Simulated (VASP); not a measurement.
MgB: single point with PBE

MgB:

```
Mg B
1.0
     2.89515    0.00000    0.00000
     0.00000    2.89515    0.00000
     0.00000    0.00000    2.89515
Mg B
1 1
Direct
  0.00000 0.00000 0.00000
  0.50000 0.50000 0.50000
```

```json
{"Program": "VASP 6.6.1", "Task": "single point", "Functional": "PBE", "Potentials or basis": "VASP PAW PBE potentials, release 64 (Mg, B)", "Cutoff": "520 eV", "k mesh": "13 × 13 × 13", "Occupations": "fermi-dirac, width 0.05 eV", "Spin": "no spin polarisation", "Dipole correction": "no", "Further INCAR settings": "ALGO = Normal; EDIFF = 1e-07; NBANDS = 10"}
```

| Quantity | Value |
| --- | --- |
| Pressure | -0.1 GPa |

Levels at points of the mesh, in eV from the Fermi level:
```
           k point  band 1  band 2  band 3  band 4  band 5
(0.00, 0.00, 0.00)  -10.83    2.44    2.44    2.44    6.95
```

Run time: 9.1 s on 1 thread of Intel Xeon 6975P-C (shared host), peak memory 0.15 GiB.
